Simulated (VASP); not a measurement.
MgO, 2 atoms in the cell. The structure is tetragonal, space group I4/mmm (No. 139). Conventional cell: a = 2.958 Å, b = 2.958 Å, c = 4.217 Å, α = 90.00°, β = 90.00°, γ = 90.00°. Within 2.8 Å of Mg (site symmetry 4/mmm) lie 6 O at 2.09 to 2.11 Å. Within 2.8 Å of O (site symmetry 4/mmm) lie 6 Mg at 2.09 to 2.11 Å.  This cell differs from its parent crystal: in-plane strain -0.005, then relaxed in part.

| Item | Value |
| --- | --- |
| Program | VASP 6.6.1 |
| Task | single point |
| Functional | r2SCAN |
| Potentials or basis | VASP PAW PBE potentials, release 64 (Mg_sv, O) |
| Cutoff | 920 eV |
| k mesh | 10 × 10 × 10 |
| Occupations | gaussian, width 0.01 eV |
| Spin | no spin polarisation |
| Dipole correction | no |
| Further INCAR settings | ALGO = Normal; EDIFF = 1e-06; NBANDS = 15 |

Potentials or basis: VASP PAW PBE potentials, release 64 (Mg_sv, O).

Command:

```bash
$ cat potpaw_PBE.64/Mg_sv/POTCAR potpaw_PBE.64/O/POTCAR > POTCAR
$ cp INCAR.step1 INCAR
$ mpirun -np 1 vasp_std > vasp.out
$ cp INCAR.step2 INCAR
$ mpirun -np 1 vasp_std > vasp.out
```

Hardware: 1 thread of Intel(R) Xeon(R) Platinum 8259CL CPU @ 2.50GHz (Skylake/Cascade Lake), on a shared host.

Question: Estimate the wall time of this run.

Answer: Wall time 6.3 min on 1 thread of Intel(R) Xeon(R) Platinum 8259CL CPU @ 2.50GHz (Skylake/Cascade Lake), with other jobs on the host, peak memory 0.21 GiB. Counts: k points 102.
